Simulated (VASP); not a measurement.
Wanted: the native input for a VASP 6.6.1 run.

```
Task                   : single point
Functional             : PBE
Potentials or basis    : VASP PAW PBE potentials, release 64 (Ca_sv)
Cutoff                 : 520 eV
k mesh                 : 12 × 12 × 8
Occupations            : gaussian, width 0.1 eV
Spin                   : no spin polarisation
Dipole correction      : no
Further INCAR settings : ALGO = Fast; EDIFF = 1e-06; NBANDS = 17
```

The structure of Ca lies in POSCAR:

```
Ca
1.0
    1.8849735319     -3.3645912194      0.0000000000
    1.8849735319      3.3645912194      0.0000000000
    0.0000000000      0.0000000000      6.3889535373
Ca
2
Direct
    0.8267513514      0.1732486486      0.2500000000
    0.1732486486      0.8267513514      0.7500000000
```

This cell differs from its parent crystal: strained.

These files were run (other wordings do the same):

INCAR

```
SYSTEM = Ca
ALGO = Fast
EDIFF = 1E-6
ENCUT = 520
GGA = PE
ISIF = 2
ISMEAR = 0
LASPH = .True.
LCHARG = .False.
LREAL = .False.
LWAVE = .False.
NBANDS = 17
NELM = 80
PREC = Accurate
SIGMA = 0.1
```

KPOINTS

```
k-points
0
Gamma
  12 12 8
  0 0 0
```

Potentials or basis: VASP PAW PBE potentials, release 64 (Ca_sv).

Launch:

```sh
$ cat potpaw_PBE.64/Ca_sv/POTCAR > POTCAR
$ mpirun -np 1 vasp_std > vasp.out
```

It gave:

```json
{
  "Pressure": "0.9 GPa",
  "Largest force": "0.058 eV/Å",
  "Band gap on the k mesh": "zero (bands 10 and 11 overlap by 0.52 eV)"
}
```

Caveat: the cell differs from its parent crystal (strained).

Wall time 10 min on 1 thread of Intel(R) Xeon(R) Platinum 8375C CPU @ 2.90GHz (Ice Lake) (shared host), peak memory 0.38 GiB.
